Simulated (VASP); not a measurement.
# MoS2 (P6_3/mmc) in VASP: notebook

MoS2 is run at these levels: PBE; tasks: single point, relaxation of cell and atoms.

Program: VASP 6.6.1. These are calculated values, not measurements. Logs are shortened: lines on timing, memory, paths and dates and some standing lists are left out, and cuts for length are marked.

### Step 1. The cell of the first run

The structure is hexagonal, space group P6_3/mmc (No. 194). The conventional cell has a = 3.185 Å, b = 3.185 Å, c = 14.808 Å, α = 90.00°, β = 90.00°, γ = 120.00°. Within 3.2 Å of Mo (site symmetry -6m2) lie 6 S at 2.41 Å and 6 Mo at 3.19 Å. S (site symmetry 3m) has 3 Mo at 2.41 Å and 7 S at 3.13 to 3.19 Å within 3.2 Å.

### Step 2. Single point, PBE

INCAR reads:

```
SYSTEM = MoS2
PREC = Accurate ; ENCUT = 520
EDIFF = 1E-6 ; ISMEAR = 0
SIGMA = 0.02 ; LREAL = .False.
LASPH = .True. ; NELM = 80
ALGO = Normal ; ISIF = 2
LWAVE = .False. ; LCHARG = .False.
GGA = PE ; NBANDS = 35
```

KPOINTS reads:

```
Automatic mesh
0
Gamma
  12 12 2
  0 0 0
```

POSCAR reads:

```
MoS2
1.0
    3.1850687626      0.0000000000      0.0000000000
   -1.5925343813      2.7583504612      0.0000000000
    0.0000000000      0.0000000000     14.8079937081
Mo S
2 4
Direct
    0.6666666667      0.3333333333      0.2500000000
    0.3333333333      0.6666666667      0.7500000000
    0.6666666667      0.3333333333      0.6444803424
    0.3333333333      0.6666666667      0.3555196576
    0.6666666667      0.3333333333      0.8555196576
    0.3333333333      0.6666666667      0.1444803424
```

Potentials or basis: VASP PAW PBE potentials, release 64 (Mo_sv, S).

The run is started by

```bash
> cat potpaw_PBE.64/Mo_sv/POTCAR potpaw_PBE.64/S/POTCAR > POTCAR
> mpirun -np 1 vasp_std > vasp.out
```

OUTCAR:

```text
SYSTEM = MoS2
   PREC = Accurate
   ENCUT = 520
   EDIFF = 1E-6
   ISMEAR = 0
   LREAL = .False.
   LASPH = .True.
   NELM = 80
   ISIF = 2
   GGA = PE

 ion  position               nearest neighbor table
   1  0.667  0.333  0.250-   4 2.41   6 2.41   4 2.41   6 2.41   4 2.41   6 2.41
   2  0.333  0.667  0.750-   3 2.41   5 2.41   3 2.41   5 2.41   3 2.41   5 2.41
   3  0.667  0.333  0.644-   2 2.41   2 2.41   2 2.41
   4  0.333  0.667  0.356-   1 2.41   1 2.41   1 2.41
   5  0.667  0.333  0.856-   2 2.41   2 2.41   2 2.41
   6  0.333  0.667  0.144-   1 2.41   1 2.41   1 2.41

  LATTYP: Found a hexagonal cell.
 ALAT       =     3.1850687626
 C/A-ratio  =     4.6491912143

  Lattice vectors:

 A1 = (   3.1850687626,   0.0000000000,   0.0000000000)
 A2 = (  -1.5925343813,   2.7583504612,   0.0000000000)
 A3 = (   0.0000000000,   0.0000000000,  14.8079937081)

Analysis of symmetry for initial positions (statically):
=====================================================================
 Subroutine PRICEL returns:
 Original cell was already a primitive cell.

 Routine SETGRP: Setting up the symmetry group for a
 hexagonal supercell.

 Subroutine GETGRP returns: Found 24 space group operations
 (whereof 12 operations were pure point group operations)
 out of a pool of 24 trial point group operations.

The static configuration has the point symmetry D_3d.
 The point group associated with its full space group is D_6h.

Analysis of symmetry for dynamics (positions and initial velocities):
=====================================================================
 Subroutine PRICEL returns:
 Original cell was already a primitive cell.

 Routine SETGRP: Setting up the symmetry group for a
 hexagonal supercell.

 Subroutine GETGRP returns: Found 24 space group operations
 (whereof 12 operations were pure point group operations)
 out of a pool of 24 trial point group operations.

The dynamic configuration has the point symmetry D_3d.
 The point group associated with its full space group is D_6h.

 Subroutine INISYM returns: Found 24 space group operations
 (whereof 12 operations are pure point group operations),
 and found     1 'primitive' translations

----------------------------------------------------------------------------------------

                                     Primitive cell

  volume of cell :     130.0962

  direct lattice vectors                    reciprocal lattice vectors
     3.185068763  0.000000000  0.000000000     0.313964964  0.181267757  0.000000000
    -1.592534381  2.758350461  0.000000000     0.000000000  0.362535513  0.000000000
     0.000000000  0.000000000 14.807993708     0.000000000  0.000000000  0.067531093

  length of vectors
     3.185068763  3.185068763 14.807993708     0.362535513  0.362535513  0.067531093

  position of ions in fractional coordinates (direct lattice)
     0.666666667  0.333333333  0.250000000
     0.333333333  0.666666667  0.750000000
     0.666666667  0.333333333  0.644480342
     0.333333333  0.666666667  0.355519658
     0.666666667  0.333333333  0.855519658
     0.333333333  0.666666667  0.144480342

  ion indices of the primitive-cell ions
   primitive index   ion index
                 1           1
                 2           2
                 3           3
                 4           4
                 5           5
                 6           6

----------------------------------------------------------------------------------------

 KPOINTS: Automatic mesh

Automatic generation of k-mesh.
 Grid dimensions read from file:
 generate k-points for:   12   12    2

 Generating k-lattice:

  Cartesian coordinates                     Fractional coordinates (reciprocal lattice)
     0.026163747  0.015105646  0.000000000     0.083333333  0.000000000  0.000000000
     0.000000000  0.030211293  0.000000000     0.000000000  0.083333333  0.000000000
     0.000000000  0.000000000  0.033765546     0.000000000  0.000000000  0.500000000

  Length of vectors
     0.030211293  0.030211293  0.033765546

  Shift w.r.t. Gamma in fractional coordinates (k-lattice)
     0.000000000  0.000000000  0.000000000

 Subroutine IBZKPT returns following result:
 ===========================================

 Found     38 irreducible k-points:

 Following reciprocal coordinates:
            Coordinates               Weight
  0.000000  0.000000  0.000000      1.000000
  0.083333 -0.000000  0.000000      6.000000
  0.166667  0.000000  0.000000      6.000000
  0.250000  0.000000  0.000000      6.000000
  0.333333  0.000000  0.000000      6.000000
  0.416667  0.000000  0.000000      6.000000
[... 16 lines left out ...]
  0.250000  0.000000  0.500000      6.000000
  0.333333  0.000000  0.500000      6.000000
 [... further k-points ...]
   k-points           NKPTS =     38   k-points in BZ     NKDIM =     38   number of bands    NBANDS=     35
   number of dos      NEDOS =    301   number of ions     NIONS =      6
   total plane-waves  NPLWV =  64512
   dimension x,y,z NGX =    24 NGY =   24 NGZ =  112
   dimension x,y,z NGXF=    48 NGYF=   48 NGZF=  224
   ions per type =               2   4
   NGX,Y,Z   is equivalent  to a cutoff of  12.53, 12.53, 12.57 a.u.
   NGXF,Y,Z  is equivalent  to a cutoff of  25.05, 25.05, 25.15 a.u.
 SYSTEM =  MoS2
   PREC   = accura    normal or accurate (medium, high low for compatibility)
   ISTART =      0    job   : 0-new  1-cont  2-samecut
   ICHARG =      2    charge: 1-file 2-atom 10-const
   ISPIN  =      1    spin polarized calculation?
   LNONCOLLINEAR =      F non collinear calculations
   LSORBIT =      F    spin-orbit coupling
   LASPH  =      T    aspherical Exc in radial PAW
   ENCUT  =  520.0 eV  38.22 Ry    6.18 a.u.   5.92  5.92 27.53*2*pi/ulx,y,z
   NELM   =     80;   NELMIN=  2; NELMDL= -5     # of ELM steps
   EDIFF  = 0.1E-05   stopping-criterion for ELM
   LREAL  =      F    real-space projection
   EDIFFG = 0.1E-04   stopping-criterion for IOM
   NSW    =      0    number of steps for IOM
   IBRION =     -1    ionic relax: 0-MD 1-quasi-New 2-CG
   NFREE  =      0    steps in history (QN), initial steepest desc. (CG)
   ISIF   =      2    stress and relaxation
   ISYM   =      2    0-nonsym 1-usesym 2-fastsym
   POTIM  = 0.5000    time-step for ionic-motion
   TEBEG  =    0.0;   TEEND  =   0.0 temperature during run
   PSTRESS=    0.0 pullay stress
   NELECT =      52.0000    total number of electrons
   NUPDOWN=      -1.0000    fix difference up-down
   EMIN   =  10.00;   EMAX   =-10.00  energy-range for DOS
   EFERMI =   0.00;   METHOD = LEGACY
   ISMEAR =     0;   SIGMA  =   0.02  broadening in eV -4-tet -1-fermi 0-gaus
   EFERMI_NEDOS =   21; number of points for ismear=-14 and -15
   IALGO  =     38    algorithm
   IMIX   =      4    mixing-type and parameters
     AMIX     =   0.40;   BMIX     =  1.00
     AMIX_MAG =   1.60;   BMIX_MAG =  1.00
  volume/ion in A,a.u.               =      21.68       146.32
  Fermi-wavevector in a.u.,A,eV,Ry     =   1.205927  2.278872 19.786417  1.454261
  Thomas-Fermi vector in A             =   2.341609
   LORBIT       =      0    0 simple, 1 ext, 2 COOP (PROOUT), +10 PAW based schemes
   GGA     = PE    functional components
   LHFCALC =     F    Hartree Fock is set to
   AEXX    =    0.0000 exact exchange contribution
   IVDW    =     0    specifies the selected vdW correction
   LEPSILON=     F    determine dielectric tensor
   LRPA    =     F    only Hartree local field effects (RPA)
 non-spin polarized calculation
 Gauss-broadening in eV      SIGMA  =   0.02
  energy-cutoff  :      520.00
  volume of cell :      130.10
 maximum number of plane-waves:      3525
 NGX is ok and might be reduce to    24
   NGX = 11   NGY = 11   NGZ = 55

 number of electron      51.9999999 magnetization

 Free energy of the ion-electron system (eV)
  ---------------------------------------------------
  ext. energy  EPLUGINS =         0.00000000
  ---------------------------------------------------
  free energy    TOTEN  =       -43.71545407 eV

  energy without entropy =      -43.71545407  energy(sigma->0) =      -43.71545407

 E-fermi :   5.0718     XC(G=0):  -9.4407

 val. band max:        4.7874140817   @ k =   0.0000   0.0000   0.0000
 cond. band min:       6.2462104964   @ k =   0.3333   0.3333   0.0000
 fundamental gap:      1.4587964147
 Fermi energy:         5.0718107049

 k-point     1 :       0.0000    0.0000    0.0000
  band No.  band energies     occupation
      1     -56.2868      2.00000
      2     -56.2868      2.00000
      3     -30.4243      2.00000
      4     -30.4243      2.00000
      5     -30.2226      2.00000
      6     -30.2226      2.00000
[... 27 lines left out ...]
     34       7.5905      0.00000
     35      10.4353      0.00000

 k-point     2 :       0.0833   -0.0000    0.0000
  band No.  band energies     occupation
      1     -56.2843      2.00000
      2     -56.2843      2.00000
      3     -30.4194      2.00000
      4     -30.4194      2.00000
      5     -30.2479      2.00000
      6     -30.2479      2.00000
[... 27 lines left out ...]
     34       7.5202      0.00000
     35      10.8246      0.00000

 k-point     3 :       0.1667    0.0000    0.0000
  band No.  band energies     occupation
      1     -56.2775      2.00000
      2     -56.2775      2.00000
      3     -30.4059      2.00000
      4     -30.4059      2.00000
      5     -30.3164      2.00000
      6     -30.3164      2.00000
[... 27 lines left out ...]
     34       7.9337      0.00000
     35      11.3850      0.00000
[... 723 lines left out ...]
 k-point    23 :       0.2500    0.0000    0.5000
  band No.  band energies     occupation
      1     -56.2683      2.00000
      2     -56.2683      2.00000
      3     -30.4087      2.00000
      4     -30.4087      2.00000
      5     -30.3875      2.00000
      6     -30.3875      2.00000
[... 27 lines left out ...]
     34       8.3528      0.00000
     35      11.9205      0.00000

 k-point    24 :       0.3333    0.0000    0.5000
  band No.  band energies     occupation
      1     -56.2590      2.00000
      2     -56.2590      2.00000
      3     -30.4998      2.00000
      4     -30.4998      2.00000
      5     -30.3690      2.00000
      6     -30.3690      2.00000
[... 27 lines left out ...]
     34       8.6627      0.00000
     35      11.9931      0.00000

 [... further k-points ...]

------------------------ aborting loop because EDIFF is reached ----------------------------------------

  FORCE on cell =-STRESS in cart. coord.  units (eV):
  Direction    XX          YY          ZZ          XY          YZ          ZX
  --------------------------------------------------------------------------------------
  -------------------------------------------------------------------------------------
  Total       -0.0704287     -0.0704287     -0.1009012      0.0000000      0.0000000      0.0000000
  in kB       -0.8673524     -0.8673524     -1.2426318      0.0000000      0.0000000      0.0000000
  external PRESSURE =      -0.9924456 kB  Pullay stress =       0.0000000 kB

 VOLUME and BASIS-vectors are now :
 -----------------------------------------------------------------------------
  energy-cutoff  :      520.00
  volume of cell :      130.10
      direct lattice vectors                 reciprocal lattice vectors
     3.185068763  0.000000000  0.000000000     0.313964964  0.181267757  0.000000000
    -1.592534381  2.758350461  0.000000000     0.000000000  0.362535513  0.000000000
     0.000000000  0.000000000 14.807993708     0.000000000  0.000000000  0.067531093

 POSITION                                       TOTAL-FORCE (eV/Angst)
 -----------------------------------------------------------------------------------
      1.59253      0.91945      3.70200        -0.000000     -0.000000      0.000000
     -0.00000      1.83890     11.10600         0.000000      0.000000      0.000000
      1.59253      0.91945      9.54346         0.000000     -0.000000      0.010396
     -0.00000      1.83890      5.26453        -0.000000      0.000000     -0.010396
      1.59253      0.91945     12.66853         0.000000      0.000000     -0.010396
     -0.00000      1.83890      2.13946        -0.000000      0.000000      0.010396
 -----------------------------------------------------------------------------------
    total drift:                               -0.000000      0.000000     -0.000000

  FREE ENERGIE OF THE ION-ELECTRON SYSTEM (eV)
  ---------------------------------------------------
  free  energy   TOTEN  =       -43.7154540668 eV

  energy  without entropy=      -43.7154540668  energy(sigma->0) =      -43.71545407
```

Run time: 59 s. Hardware: 1 thread of Intel Xeon 6975P-C (Granite Rapids), shared host; peak memory 0.31 GiB.

What came out:

| Quantity | Value |
| --- | --- |
| Free energy | -43.7155 eV |
| Pressure | -0.1 GPa |
| Largest force | 0.010 eV/Å |
| Band gap on the k mesh | 1.46 eV (least direct gap 1.67 eV) |

Forces on the atoms (eV/Å):
```
Mo   0.000  0.000  0.000
Mo   0.000  0.000  0.000
S    0.000  0.000  0.010
S    0.000  0.000 -0.010
S    0.000  0.000 -0.010
S    0.000  0.000  0.010
```

Caveat: this functional lacks dispersion, which binds the layers, so the pressure and a relaxed spacing across them are unreliable.

### Step 3. Relaxation of cell and atoms, PBE

This run uses another cell than the first one, of 19.68 Å³/atom.

INCAR reads:

```
SYSTEM = MoS2
PREC = Accurate ; ENCUT = 600
EDIFF = 1E-6 ; ISMEAR = 0
SIGMA = 0.02 ; LREAL = .False.
LASPH = .True. ; NELM = 60
ALGO = Normal ; ISIF = 3
LWAVE = .False. ; LCHARG = .False.
GGA = PE ; IBRION = 2
NSW = 100 ; EDIFFG = -0.01
```

KPOINTS is that of step 2.

POSCAR reads:

```
MoS2
1.0
    3.1922379121      0.0000000000      0.0000000000
   -1.5961189561      2.7645591268      0.0000000000
    0.0000000000      0.0000000000     13.3782940000
Mo S
2 4
Direct
    0.6666666700      0.3333333300      0.2500000000
    0.3333333300      0.6666666700      0.7500000000
    0.6666666700      0.3333333300      0.6330820000
    0.3333333300      0.6666666700      0.3669180000
    0.6666666700      0.3333333300      0.8669180000
    0.3333333300      0.6666666700      0.1330820000
```

Potentials or basis: VASP PAW PBE potentials, release 64 (Mo_sv, S).

The run is started by

```bash
> cat potpaw_PBE.64/Mo_sv/POTCAR potpaw_PBE.64/S/POTCAR > POTCAR
> mpirun -np 1 vasp_std > vasp.out
```

Run time: 15 min. Hardware: 1 thread of Intel Xeon 6975P-C (Granite Rapids), shared host; peak memory 0.37 GiB.

Results (log left out):

```yaml
Free_energy: -43.7129 eV
Relaxed_volume: 20.84 Å³/atom
Relaxed_cell: a = 3.184 Å, b = 3.184 Å, c = 14.242 Å, α = 90.00°, β = 90.00°, γ = 120.00°
Space_group_after_relaxing_to_0.1_Å: P6_3/mmc (No. 194)
Energy_gained_by_relaxing: 1.9 meV/atom
Ionic_steps: 16
Pressure_after_relaxing: 0.0 GPa
Largest_force_after_relaxing: 0.004 eV/Å
Band_gap_on_the_k_mesh: 1.40 eV (least direct gap 1.67 eV)
```

Forces in eV/Å, atoms in the order of the input:
```
Mo   0.000  0.000  0.000
Mo   0.000  0.000  0.000
S    0.000  0.000  0.004
S    0.000  0.000 -0.004
S    0.000  0.000 -0.004
S    0.000  0.000  0.004
```

Step by step:
| step | energy change (eV) | largest force (eV/Å) | pressure (GPa) | volume (Å³) |
| --- | --- | --- | --- | --- |
| 1 | 0.0000 | 0.1049 | -0.65 | 118.07 |
| 2 | 0.0027 | 0.1509 | 1.32 | 116.70 |
| 3 | -0.0015 | 0.0099 | 0.08 | 117.55 |
| 4 | -0.0020 | 0.0314 | 0.09 | 117.58 |
| 5 | -0.0021 | 0.0514 | 0.10 | 117.61 |
| 6 | -0.0025 | 0.0500 | 0.11 | 117.75 |
| 7 | -0.0036 | 0.0448 | 0.10 | 118.16 |
| 8 | -0.0056 | 0.0329 | 0.10 | 118.99 |
| 9 | -0.0084 | 0.0050 | 0.13 | 120.66 |
| 10 | -0.0106 | 0.0700 | 0.31 | 123.99 |
| 11 | -0.0111 | 0.0340 | 0.11 | 124.39 |
| 12 | -0.0113 | 0.0074 | -0.12 | 124.86 |
| 13 | -0.0114 | 0.0099 | -0.11 | 124.91 |
| 14 | -0.0114 | 0.0163 | -0.06 | 125.01 |
| 15 | -0.0114 | 0.0183 | -0.05 | 125.04 |
| 16 | -0.0115 | 0.0036 | 0.04 | 125.01 |

Final structure:
```xyz
6
Lattice="3.1837 0.0000 0.0000 -1.5918 2.7572 0.0000 0.0000 0.0000 14.2418" Properties=species:S:1:pos:R:3 pbc="T T T"
Mo    1.5919    0.9191    3.5604
Mo    0.0000    1.8381   10.6813
S     1.5919    0.9191    9.1189
S     0.0000    1.8381    5.1229
S     1.5919    0.9191   12.2438
S     0.0000    1.8381    1.9980
```

Levels at points of the mesh, in eV from the valence-band top:
```csv
k point,band 23,band 24,band 25,band 26,band 27,band 28,band 29,band 30
"(0.00, 0.00, 0.00)",-1.77,-1.62,-0.51,0.00,2.49,2.49,2.49,2.49
"(0.50, 0.00, 0.00)",-1.26,-1.23,-0.91,-0.90,1.97,1.98,2.44,2.52
"(0.00, 0.00, 0.50)",-1.77,-1.77,-0.20,-0.20,2.49,2.49,2.49,2.49
"(0.50, 0.00, 0.50)",-1.25,-1.25,-0.90,-0.90,1.97,1.97,2.48,2.48
```

Caveat: this functional lacks dispersion, which binds the layers, so the pressure and a relaxed spacing across them are unreliable. A k mesh can miss the band edges.
